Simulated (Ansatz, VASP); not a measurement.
This is a calculation of FeO for Ansatz 0.2.0.

input.yaml

```yaml
crystal:
  lattice:
    - [0.0, 2.15540016, 2.15540016]
    - [2.15540016, 0.0, 2.15540016]
    - [2.15540016, 2.15540016, 0.0]
  atoms:
    - { symbol: Fe, position: [0.0, 0.0, 0.0] }
    - { symbol: O, position: [0.5, 0.5, 0.5] }
hamiltonian:
  xc: pbe
  pseudopotentials: { kind: paw }
kpoints:
  mp_grid: { grid: [11, 11, 11] }
scf:
  occupations: { method: fermi_dirac, width: 0.05 }
output:
  forces: true
  stress: true
  eigenvalues: true
```

Potentials or basis: Ansatz PAW.

The run is started by

```bash
$ ansatz run input.yaml --threads 2 --pin off --max-ram 5632MiB --backend cpu --events-out ev --progress --plain --runs-dir out
```

Q: Set up the same calculation for VASP 6.6.1. Potentials there: VASP PAW PBE potentials, release 64 (Fe, O).

A: As run (the cutoff follows the program's own potentials):

The input INCAR:

```
PREC = Accurate ; ENCUT = 520
EDIFF = 1E-6 ; ISMEAR = -1
SIGMA = 0.05 ; LREAL = F
LASPH = T ; NELM = 100
ALGO = Normal ; ISIF = 2
LWAVE = F ; LCHARG = T
GGA = PE ; LELF = T
LVHAR = T ; NBANDS = 14
```

File KPOINTS:

```
regular mesh
0
Gamma
  11 11 11
```

Contents of POSCAR:

```
FeO
1.0
    0.0000000000      2.1554001600      2.1554001600
    2.1554001600      0.0000000000      2.1554001600
    2.1554001600      2.1554001600      0.0000000000
Fe O
1 1
Direct
    0.0000000000      0.0000000000      0.0000000000
    0.5000000000      0.5000000000      0.5000000000
```

Potentials or basis: VASP PAW PBE potentials, release 64 (Fe, O).

Run with:

```bash
$ cat potpaw_PBE.64/Fe/POTCAR potpaw_PBE.64/O/POTCAR > POTCAR
$ mpirun -np 1 vasp_std > vasp.out
```

Both were run:

|  | VASP | Ansatz | Ansatz less VASP |
| --- | --- | --- | --- |
| gap on the k mesh at the Fermi level (eV) | none | none | - |
| pressure (GPa) | -25.4 | -25.7 | -0.31 |

A gap of «none» marks a metal or a gap that the smearing closes. VASP's potentials hold 14 valence electrons a cell and Ansatz's 22, so a difference there can come from the potentials and not from the codes.
